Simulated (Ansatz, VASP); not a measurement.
# One calculation of Al3CoNi2, two programs

```xyz
6
Lattice="2.8524 0.0000 0.0000 0.0000 2.8524 0.0000 0.0000 0.0000 8.8099" Properties=species:S:1:pos:R:3 pbc="T T T"
Al    1.4262    1.4262    7.3673
Al    1.4262    1.4262    1.4426
Al    1.4262    1.4262    4.4050
Co    0.0000    0.0000    0.0000
Ni    0.0000    0.0000    5.8921
Ni    0.0000    0.0000    2.9179
```

Alike in both runs: functional PBE; k mesh 14 × 14 × 4; occupations gaussian, width 0.1 eV; collinear spin.

Ansatz relaxed the structure, and its values are those at the end. VASP's run is a single point on that final structure, the one shown.

|  | VASP | Ansatz |
| --- | --- | --- |
| version | VASP 6.6.1 | Ansatz 0.2.0 |
| potentials or method | VASP PAW PBE potentials, release 64 (Al, Co, Ni), cutoff 520 eV | scalar-relativistic, plane waves, PAW |
| valence electrons in the cell | 38 | 62 |

```tsv
	VASP	Ansatz	Ansatz less VASP
gap on the k mesh at the Fermi level (eV)	none	none	-
pressure (GPa)	-0.1	0.0	+0.06
rms of the force components (eV/Å)	0.004	0.002	-0.0020
net moment per atom (μB)	0.00	0.00	0.000
```

A gap of «none» marks a metal or a gap that the smearing closes. VASP's potentials hold 38 valence electrons a cell and Ansatz's 62, so a difference there can come from the potentials and not from the codes. Ansatz's warnings: seeded moment not kept.
